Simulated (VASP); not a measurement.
Input of a VASP 6.6.1 run:

INCAR

```
PREC = Accurate
ENCUT = 520
EDIFF = 1E-6
ISMEAR = 0
SIGMA = 0.05
LREAL = F
LASPH = T
NELM = 60
ALGO = Normal
ISIF = 2
LWAVE = F
LCHARG = T
GGA = PE
LELF = T
LVHAR = T
NBANDS = 26
```

KPOINTS

```
regular mesh
0
Gamma
  6 6 10
```

The input POSCAR:

```
BN
1.0
    4.3563000000      0.0000000000      0.0000000000
    0.0000000000      4.3563000000      0.0000000000
    0.0000000000      0.0000000000      2.7021000000
B N
4 4
Direct
    0.1742811368      0.8257188632      0.5000000000
    0.3257188632      0.3257188632      0.0000000000
    0.6742811368      0.6742811368      0.0000000000
    0.8257188632      0.1742811368      0.5000000000
    0.8126115048      0.8126115048      0.5000000000
    0.3126115048      0.6873884952      0.0000000000
    0.6873884952      0.3126115048      0.0000000000
    0.1873884952      0.1873884952      0.5000000000
```

Potentials or basis: VASP PAW PBE potentials, release 64 (B, N).

The run is started by

```console
$ cat potpaw_PBE.64/B/POTCAR potpaw_PBE.64/N/POTCAR > POTCAR
$ mpirun -np 1 vasp_std > vasp.out
```

**Question.** Estimate the band gap on the k mesh.

**Answer.** 4.73 eV, indirect (least direct gap 5.08 eV).

**Question.** Estimate the pressure.

**Answer.** -9.3 GPa.

**Question.** Predict the largest force.

**Answer.** 0.584 eV/Å.

Stress tensor (GPa, compression positive):
```
  9.17   0.00   0.00
  0.00   9.17   0.00
  0.00   0.00 -46.35
```

A k mesh can miss the band edges.
